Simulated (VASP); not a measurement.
Wanted: the native input for a VASP 6.6.1 run.

| Property | Result |
| --- | --- |
| Task | single point |
| Functional | PBE |
| Potentials or basis | VASP PAW PBE potentials, release 64 (Mg, S) |
| Cutoff | 520 eV |
| k mesh | 9 × 9 × 8 |
| Occupations | gaussian, width 0.05 eV |
| Spin | no spin polarisation |
| Dipole correction | no |
| Further INCAR settings | ALGO = Normal; EDIFF = 1e-07; NBANDS = 16; ISYM = 0 |

The structure of MgS lies in POSCAR:

```
MgS
1.0
    0.0000000000     -2.9198052839     -2.9198052839
   -2.9198052839      0.0000000000     -2.9198052839
    2.9198052839      2.9198052839     -5.8396105679
Mg S
2 2
Direct
    0.0017733441      0.0017733441     -0.0053203310
    0.4982266559      0.4982266559      0.5053203310
    0.3757699426      0.3757699426      0.8726904190
    0.8742300574      0.8742300574      0.3773095810
```

This cell differs from its parent crystal: atoms displaced along a vibrational mode, the cell strained.

The input as run:

INCAR

```
PREC = Accurate
ENCUT = 520
EDIFF = 1E-7
ISMEAR = 0
SIGMA = 0.05
LREAL = F
LASPH = T
NELM = 60
ALGO = Normal
ISIF = 2
LWAVE = F
LCHARG = F
GGA = PE
NBANDS = 16
ISYM = 0
```

KPOINTS

```
Automatic mesh
0
Gamma
  9 9 8
```

Potentials or basis: VASP PAW PBE potentials, release 64 (Mg, S).

Run with:

```sh
$ cat potpaw_PBE.64/Mg/POTCAR potpaw_PBE.64/S/POTCAR > POTCAR
$ mpirun -np 1 vasp_std > vasp.out
```

It gave:

```yaml
Pressure: -3.6 GPa
Largest_force: 0.308 eV/Å
Band_gap_on_the_k_mesh: 2.95 eV
```

Caveat: the cell differs from its parent crystal (atoms displaced along a vibrational mode, the cell strained); the cell stands under tension; an odd mesh through Γ misses points on the zone boundary, where band edges can lie.

Run time: 4 min on 1 thread of AMD EPYC 9R45 96-Core Processor (Zen 5) (shared host), peak memory 0.55 GiB.
